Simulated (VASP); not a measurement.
Write the native input for VASP 6.6.1 that does the following.

```
Task                   : single point
Functional             : r2SCAN
Potentials or basis    : VASP PAW PBE potentials, release 64 (Al, N)
Cutoff                 : 520 eV
k mesh                 : 12 × 12 × 6
Occupations            : gaussian, width 0.05 eV
Spin                   : no spin polarisation
Dipole correction      : no
Further INCAR settings : ALGO = Normal; EDIFF = 1e-07; NBANDS = 16
```

The system is AlN.

```
Al N
1.0
     2.98240    0.00000    0.00000
    -1.49120    2.58283    0.00000
     0.00000    0.00000    4.77927
Al N
2 2
Direct
  0.33333 0.66667 0.00169
  0.66667 0.33333 0.50169
  0.33333 0.66667 0.38331
  0.66667 0.33333 0.88331
```

This cell differs from its parent crystal: strain -0.040 along x and y, -0.040 along z.

One way to write it, as run:

POSCAR

```
AlN
1.0
    2.9823987244      0.0000000000      0.0000000000
   -1.4911993622      2.5828330596      0.0000000000
    0.0000000000      0.0000000000      4.7792686516
Al N
2 2
Direct
    0.3333333333      0.6666666667      0.0016929024
    0.6666666667      0.3333333333      0.5016929024
    0.3333333333      0.6666666667      0.3833070976
    0.6666666667      0.3333333333      0.8833070976
```

INCAR.step1

```
ALGO     = Normal         # electronic algorithm
EDIFF    = 1E-4           # SCF threshold, eV
ENCUT    = 520            # plane-wave cutoff, eV
GGA      = PE             # functional
ISMEAR   = 0              # smearing method
LASPH    = True           # aspherical terms in the spheres
LCHARG   = False          # write CHGCAR
LREAL    = False          # projectors in reciprocal space
LWAVE    = True           # write WAVECAR
NBANDS   = 16             # bands
NELM     = 80             # most SCF steps
PREC     = Accurate       # precision mode
SIGMA    = 0.05           # smearing width, eV
```

INCAR.step2

```
ALGO     = Normal         # electronic algorithm
EDIFF    = 1E-7           # SCF threshold, eV
ENCUT    = 520            # plane-wave cutoff, eV
ISIF     = 2              # what is computed and relaxed
ISMEAR   = 0              # smearing method
ISTART   = 1            
LASPH    = True           # aspherical terms in the spheres
LCHARG   = False          # write CHGCAR
LMIXTAU  = True         
LREAL    = False          # projectors in reciprocal space
LWAVE    = False          # write WAVECAR
METAGGA  = R2SCAN         # meta-GGA
NBANDS   = 16             # bands
NELM     = 80             # most SCF steps
PREC     = Accurate       # precision mode
SIGMA    = 0.05           # smearing width, eV
```

KPOINTS

```
k-points
0
Gamma
  12 12 6
```

Potentials or basis: VASP PAW PBE potentials, release 64 (Al, N).

Launch:

```bash
$ cat potpaw_PBE.64/Al/POTCAR potpaw_PBE.64/N/POTCAR > POTCAR
$ cp INCAR.step1 INCAR
$ mpirun -np 1 vasp_std > vasp.out
$ cp INCAR.step2 INCAR
$ mpirun -np 1 vasp_std > vasp.out
```

It gave:

```json
{
 "Pressure": "32.5 GPa",
 "Largest force": "0.061 eV/Å",
 "Band gap on the k mesh": "5.77 eV, indirect (least direct gap 6.10 eV)"
}
```

Caveat: the cell differs from its parent crystal (strain -0.040 along x and y, -0.040 along z); the PAW data sets were made with another functional, which shifts forces and pressure a little.

Wall time 65 s on 1 thread of Intel(R) Xeon(R) 6975P-C (Granite Rapids) (shared host), peak memory 0.17 GiB.
